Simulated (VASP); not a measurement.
# GaAs (I-4m2) in VASP: single point with r2SCAN

Aim: the single point of GaAs with r2SCAN.

Everything below comes from runs of VASP 6.6.1. Logs are shortened: lines on timing, memory, paths and dates and some standing lists are left out, and cuts for length are marked.

### 1 The cell of the first run

It takes space group I-4m2 (No. 119, tetragonal). The conventional cell has a = 3.998 Å, b = 3.998 Å, c = 5.880 Å, α = 90.00°, β = 90.00°, γ = 90.00°. Within 3.3 Å of Ga (site symmetry -4m2) lie 4 As at 2.48 Å. Within 3.3 Å of As (site symmetry -4m2) lie 4 Ga at 2.48 Å.

### 2 Single point, r2SCAN (strain +0.0400 x Voigt [0, 0, 1, 0, 0, 0])

File POSCAR:

```
GaAs
1.0
    0.0000000000      2.8268500000      2.9399240000
    2.8268500000      0.0000000000      2.9399240000
    2.8268500000      2.8268500000      0.0000000000
Ga As
1 1
Direct
    0.0000000000      0.0000000000      0.0000000000
    0.7500000000      0.7500000000      0.7500000000
```

File INCAR.step1:

```
SYSTEM = GaAs
PREC = Accurate
ENCUT = 520
ISMEAR = 0
SIGMA = 0.05
LREAL = .FALSE.
LASPH = .TRUE.
NELM = 80
NBANDS = 16
GGA = PE
ALGO = Normal
EDIFF = 1E-4
LWAVE = .TRUE.
LCHARG = .FALSE.
```

File INCAR.step2:

```
SYSTEM = GaAs
PREC = Accurate
ENCUT = 520
EDIFF = 1E-7
ISMEAR = 0
SIGMA = 0.05
LREAL = .FALSE.
LASPH = .TRUE.
NELM = 80
ALGO = Normal
ISIF = 2
LWAVE = .FALSE.
LCHARG = .FALSE.
METAGGA = R2SCAN
LMIXTAU = .TRUE.
NBANDS = 16
ISTART = 1
```

File KPOINTS:

```
regular mesh
0
G
  8 8 8
  0 0 0
```

Potentials or basis: VASP PAW PBE potentials, release 64 (Ga_d, As).

Started as:

```
$ cat potpaw_PBE.64/Ga_d/POTCAR potpaw_PBE.64/As/POTCAR > POTCAR
$ cp INCAR.step1 INCAR
$ mpirun -np 1 vasp_std > vasp.out
$ cp INCAR.step2 INCAR
$ mpirun -np 1 vasp_std > vasp.out
```

OUTCAR:

```text
SYSTEM = GaAs
   PREC = Accurate
   ENCUT = 520
   EDIFF = 1E-7
   ISMEAR = 0
   LREAL = .FALSE.
   LASPH = .TRUE.
   NELM = 80
   ISIF = 2
   METAGGA = R2SCAN
   ISTART = 1

 ion  position               nearest neighbor table
   1  0.000  0.000  0.000-   2 2.48   2 2.48   2 2.48   2 2.48
   2  0.750  0.750  0.750-   1 2.48   1 2.48   1 2.48   1 2.48

  LATTYP: Found a body centered tetragonal cell.
 ALAT       =     3.9977696088
 C/A-ratio  =     1.4707821049

  Lattice vectors:

 A1 = (  -2.8268500000,   0.0000000000,   2.9399240000)
 A2 = (   2.8268500000,   0.0000000000,   2.9399240000)
 A3 = (   0.0000000000,   2.8268500000,  -2.9399240000)

Analysis of symmetry for initial positions (statically):
=====================================================================
 Subroutine PRICEL returns:
 Original cell was already a primitive cell.

 Routine SETGRP: Setting up the symmetry group for a
 body centered tetragonal supercell.

 Subroutine GETGRP returns: Found  8 space group operations
 (whereof  8 operations were pure point group operations)
 out of a pool of 16 trial point group operations.

The static configuration has the point symmetry D_2d.

Analysis of symmetry for dynamics (positions and initial velocities):
=====================================================================
 Subroutine PRICEL returns:
 Original cell was already a primitive cell.

 Routine SETGRP: Setting up the symmetry group for a
 body centered tetragonal supercell.

 Subroutine GETGRP returns: Found  8 space group operations
 (whereof  8 operations were pure point group operations)
 out of a pool of 16 trial point group operations.

The dynamic configuration has the point symmetry D_2d.

 Subroutine INISYM returns: Found  8 space group operations
 (whereof  8 operations are pure point group operations),
 and found     1 'primitive' translations

----------------------------------------------------------------------------------------

                                     Primitive cell

  volume of cell :      46.9863

  direct lattice vectors                    reciprocal lattice vectors
     0.000000000  2.826850000  2.939924000    -0.176875321  0.176875321  0.170072424
     2.826850000  0.000000000  2.939924000     0.176875321 -0.176875321  0.170072424
     2.826850000  2.826850000  0.000000000     0.176875321  0.176875321 -0.170072424

  length of vectors
     4.078508802  4.078508802  3.997769609     0.302480392  0.302480392  0.302480392

  position of ions in fractional coordinates (direct lattice)
     0.000000000  0.000000000  0.000000000
     0.750000000  0.750000000  0.750000000

  ion indices of the primitive-cell ions
   primitive index   ion index
                 1           1
                 2           2

----------------------------------------------------------------------------------------

 KPOINTS: regular mesh

Automatic generation of k-mesh.
 Grid dimensions read from file:
 generate k-points for:    8    8    8

 Generating k-lattice:

  Cartesian coordinates                     Fractional coordinates (reciprocal lattice)
    -0.022109415  0.022109415  0.021259053     0.125000000  0.000000000  0.000000000
     0.022109415 -0.022109415  0.021259053     0.000000000  0.125000000  0.000000000
     0.022109415  0.022109415 -0.021259053    -0.000000000 -0.000000000  0.125000000

  Length of vectors
     0.037810049  0.037810049  0.037810049

  Shift w.r.t. Gamma in fractional coordinates (k-lattice)
     0.000000000  0.000000000  0.000000000

 Subroutine IBZKPT returns following result:
 ===========================================

 Found     59 irreducible k-points:

 Following reciprocal coordinates:
            Coordinates               Weight
  0.000000  0.000000  0.000000      1.000000
  0.125000  0.000000  0.000000      8.000000
  0.250000  0.000000  0.000000      8.000000
  0.375000 -0.000000  0.000000      8.000000
  0.500000  0.000000  0.000000      4.000000
  0.125000  0.125000  0.000000      2.000000
[... 16 lines left out ...]
  0.250000  0.000000  0.125000     16.000000
  0.375000 -0.000000  0.125000     16.000000
 [... further k-points ...]
   k-points           NKPTS =     59   k-points in BZ     NKDIM =     59   number of bands    NBANDS=     16
   number of dos      NEDOS =    301   number of ions     NIONS =      2
   total plane-waves  NPLWV =  27000
   dimension x,y,z NGX =    30 NGY =   30 NGZ =   30
   dimension x,y,z NGXF=    60 NGYF=   60 NGZF=   60
   ions per type =               1   1
   NGX,Y,Z   is equivalent  to a cutoff of  12.23, 12.23, 12.48 a.u.
   NGXF,Y,Z  is equivalent  to a cutoff of  24.46, 24.46, 24.95 a.u.
 SYSTEM =  GaAs
   PREC   = accura    normal or accurate (medium, high low for compatibility)
   ISTART =      1    job   : 0-new  1-cont  2-samecut
   ICHARG =      0    charge: 1-file 2-atom 10-const
   ISPIN  =      1    spin polarized calculation?
   LNONCOLLINEAR =      F non collinear calculations
   LSORBIT =      F    spin-orbit coupling
   LASPH  =      T    aspherical Exc in radial PAW
   ENCUT  =  520.0 eV  38.22 Ry    6.18 a.u.   7.58  7.58  7.43*2*pi/ulx,y,z
   NELM   =     80;   NELMIN=  2; NELMDL=  0     # of ELM steps
   EDIFF  = 0.1E-06   stopping-criterion for ELM
   LREAL  =      F    real-space projection
   EDIFFG = 0.1E-05   stopping-criterion for IOM
   NSW    =      0    number of steps for IOM
   IBRION =     -1    ionic relax: 0-MD 1-quasi-New 2-CG
   NFREE  =      0    steps in history (QN), initial steepest desc. (CG)
   ISIF   =      2    stress and relaxation
   ISYM   =      2    0-nonsym 1-usesym 2-fastsym
   POTIM  = 0.5000    time-step for ionic-motion
   TEBEG  =    0.0;   TEEND  =   0.0 temperature during run
   PSTRESS=    0.0 pullay stress
   NELECT =      18.0000    total number of electrons
   NUPDOWN=      -1.0000    fix difference up-down
   EMIN   =  10.00;   EMAX   =-10.00  energy-range for DOS
   EFERMI =   0.00;   METHOD = LEGACY
   ISMEAR =     0;   SIGMA  =   0.05  broadening in eV -4-tet -1-fermi 0-gaus
   EFERMI_NEDOS =   21; number of points for ismear=-14 and -15
   IALGO  =     38    algorithm
   IMIX   =      4    mixing-type and parameters
     AMIX     =   0.40;   BMIX     =  1.00
     AMIX_MAG =   1.60;   BMIX_MAG =  1.00
  volume/ion in A,a.u.               =      23.49       158.54
  Fermi-wavevector in a.u.,A,eV,Ry     =   1.188982  2.246849 19.234246  1.413677
  Thomas-Fermi vector in A             =   2.325099
   LORBIT       =      0    0 simple, 1 ext, 2 COOP (PROOUT), +10 PAW based schemes
   METAGGA = R2SCAN    functional components
   LHFCALC =     F    Hartree Fock is set to
   AEXX    =    0.0000 exact exchange contribution
   IVDW    =     0    specifies the selected vdW correction
   LEPSILON=     F    determine dielectric tensor
   LRPA    =     F    only Hartree local field effects (RPA)
 non-spin polarized calculation
 Gauss-broadening in eV      SIGMA  =   0.05
  energy-cutoff  :      520.00
  volume of cell :       46.99
 maximum number of plane-waves:      1287
   NGX = 15   NGY = 15   NGZ = 15

 number of electron      17.9999988 magnetization

 Free energy of the ion-electron system (eV)
  ---------------------------------------------------
  ext. energy  EPLUGINS =         0.00000000
  ---------------------------------------------------
  free energy    TOTEN  =       -27.03318349 eV

  energy without entropy =      -27.03318349  energy(sigma->0) =      -27.03318349

 E-fermi :   3.6626     XC(G=0): -10.0694

 val. band max:        3.3980396184   @ k =   0.0000   0.0000   0.0000
 cond. band min:       3.9885571874   @ k =   0.0000   0.0000   0.0000
 fundamental gap:      0.5905175690
 Fermi energy:         3.6625945020

 k-point     1 :       0.0000    0.0000    0.0000
  band No.  band energies     occupation
      1     -11.8642      2.00000
      2     -11.8543      2.00000
      3     -11.8543      2.00000
      4     -11.7820      2.00000
      5     -11.7750      2.00000
      6      -9.6061      2.00000
[... 8 lines left out ...]
     15      13.4403      0.00000
     16      14.2368      0.00000

 k-point     2 :       0.1250    0.0000    0.0000
  band No.  band energies     occupation
      1     -11.8714      2.00000
      2     -11.8564      2.00000
      3     -11.8510      2.00000
      4     -11.7824      2.00000
      5     -11.7748      2.00000
      6      -9.4248      2.00000
[... 8 lines left out ...]
     15      12.7686      0.00000
     16      13.3238      0.00000

 k-point     3 :       0.2500    0.0000    0.0000
  band No.  band energies     occupation
      1     -11.8980      2.00000
      2     -11.8500      2.00000
      3     -11.8439      2.00000
      4     -11.7825      2.00000
      5     -11.7735      2.00000
      6      -8.9200      2.00000
[... 8 lines left out ...]
     15      12.9177      0.00000
     16      13.0130      0.00000

 k-point     4 :       0.3750   -0.0000    0.0000
  band No.  band energies     occupation
      1     -11.9226      2.00000
      2     -11.8440      2.00000
      3     -11.8380      2.00000
      4     -11.7813      2.00000
      5     -11.7710      2.00000
      6      -8.2514      2.00000
[... 8 lines left out ...]
     15      13.9104      0.00000
     16      14.1248      0.00000
[... 324 lines left out ...]
 k-point    22 :       0.1250    0.0000    0.1250
  band No.  band energies     occupation
      1     -11.8747      2.00000
      2     -11.8571      2.00000
      3     -11.8484      2.00000
      4     -11.7843      2.00000
      5     -11.7737      2.00000
      6      -9.3589      2.00000
[... 8 lines left out ...]
     15      12.7598      0.00000
     16      13.8614      0.00000

 k-point    23 :       0.2500    0.0000    0.1250
  band No.  band energies     occupation
      1     -11.8980      2.00000
      2     -11.8488      2.00000
      3     -11.8419      2.00000
      4     -11.7865      2.00000
      5     -11.7719      2.00000
      6      -8.9554      2.00000
[... 8 lines left out ...]
     15      13.7039      0.00000
     16      14.0845      0.00000

 k-point    24 :       0.3750   -0.0000    0.1250
  band No.  band energies     occupation
      1     -11.9218      2.00000
      2     -11.8415      2.00000
      3     -11.8362      2.00000
      4     -11.7862      2.00000
      5     -11.7700      2.00000
      6      -8.3224      2.00000
[... 8 lines left out ...]
     15      14.0031      0.00000
     16      14.8880      0.00000

 [... further k-points ...]
[... 5 lines left out ...]
  --------------------------------------------------------------------------------------
  -------------------------------------------------------------------------------------
  Total       -0.3497016     -0.3497016     -1.1623988      0.0000000      0.0000000      0.0000000
  in kB      -11.9244001    -11.9244001    -39.6363911      0.0000000      0.0000000      0.0000000
  external PRESSURE =     -21.1617304 kB  Pullay stress =       0.0000000 kB

 VOLUME and BASIS-vectors are now :
 -----------------------------------------------------------------------------
  energy-cutoff  :      520.00
  volume of cell :       46.99
      direct lattice vectors                 reciprocal lattice vectors
     0.000000000  2.826850000  2.939924000    -0.176875321  0.176875321  0.170072424
     2.826850000  0.000000000  2.939924000     0.176875321 -0.176875321  0.170072424
     2.826850000  2.826850000  0.000000000     0.176875321  0.176875321 -0.170072424

 POSITION                                       TOTAL-FORCE (eV/Angst)
 -----------------------------------------------------------------------------------
      0.00000      0.00000      0.00000         0.000000      0.000000     -0.000000
      4.24027      4.24027      4.40989        -0.000000     -0.000000      0.000000
 -----------------------------------------------------------------------------------
    total drift:                               -0.000009     -0.000009      0.000023

  FREE ENERGIE OF THE ION-ELECTRON SYSTEM (eV)
  ---------------------------------------------------
  free  energy   TOTEN  =       -27.0331834879 eV

  energy  without entropy=      -27.0331834879  energy(sigma->0) =      -27.03318349
```

It took 5.3 min on 1 thread of Intel Xeon 8259CL, shared host; peak memory 0.2 GiB.

Results:

| Quantity | Value |
| --- | --- |
| Free energy | -27.0332 eV |
| Pressure | -2.1 GPa |
| Band gap on the k mesh | 0.59 eV, direct |

Caveat: the cell differs from its parent crystal (strain +0.0400 x Voigt [0, 0, 1, 0, 0, 0]); the PAW data sets were made with another functional, which shifts forces and pressure a little.
